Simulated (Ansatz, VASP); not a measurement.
**SnO: VASP beside Ansatz**

The input INCAR:

```
PREC = Accurate ; ENCUT = 520
EDIFF = 1E-6 ; ISMEAR = 0
SIGMA = 0.15 ; LREAL = F
LASPH = T ; NELM = 60
ALGO = Normal ; ISIF = 2
LWAVE = F ; LCHARG = F
GGA = CA ; NBANDS = 28
```

KPOINTS

```
Automatic mesh
0
Gamma
  10 10 8
```

POSCAR

```
SnO
1.0
    3.8548000000      0.0000000000      0.0000000000
    0.0000000000      3.8548000000      0.0000000000
    0.0000000000      0.0000000000      4.8415000000
Sn O
2 2
Direct
    0.0000000000      0.5000000000      0.2457459271
    0.5000000000      0.0000000000      0.7542540729
    0.0000000000      0.0000000000      0.0000000000
    0.5000000000      0.5000000000      0.0000000000
```

Input for Ansatz:

```yaml
crystal:
  lattice:
    - [3.8548, 0.0, 0.0]
    - [0.0, 3.8548, 0.0]
    - [0.0, 0.0, 4.8415]
  atoms:
    - { symbol: Sn, position: [0.0, 0.5, 0.2457459271] }
    - { symbol: Sn, position: [0.5, 0.0, 0.7542540729] }
    - { symbol: O, position: [0.0, 0.0, 0.0] }
    - { symbol: O, position: [0.5, 0.5, 0.0] }
basis:
  ecutwfc: 520.0
kpoints:
  mp_grid: { grid: [10, 10, 8] }
hamiltonian:
  xc: lda
scf:
  occupations: { method: gaussian, width: 0.15 }
output:
  forces: true
  stress: true
  eigenvalues: true
```

Alike in both runs: task single point; functional LDA; k mesh 10 × 10 × 8; occupations gaussian, width 0.15 eV; no spin polarisation.

|  | VASP | Ansatz |
| --- | --- | --- |
| version | VASP 6.6.1 | Ansatz 0.2.0 |
| potentials or method | VASP PAW LDA potentials, release 64 (Sn_d, O), cutoff 520 eV | scalar-relativistic, plane waves, PAW |
| valence electrons in the cell | 40 | 40 |

Ansatz gave:

- gap on the k mesh at the Fermi level (eV): none
- pressure (GPa): -7.4
- traceless stress, the component that is largest in VASP (GPa): 0.19
- rms of the force components (eV/Å): 0.473

Q: Estimate VASP's values.

A: gap on the k mesh at the Fermi level (eV): none; pressure (GPa): -7.1; traceless stress, the component that is largest in VASP (GPa): 0.22; rms of the force components (eV/Å): 0.431.

LDA's correlation is that of Perdew and Zunger in VASP and of Perdew and Wang (1992) in Ansatz. Atom by atom the forces differ by 0.041 eV/Å (rms over components). A gap of «none» marks a metal or a gap that the smearing closes.
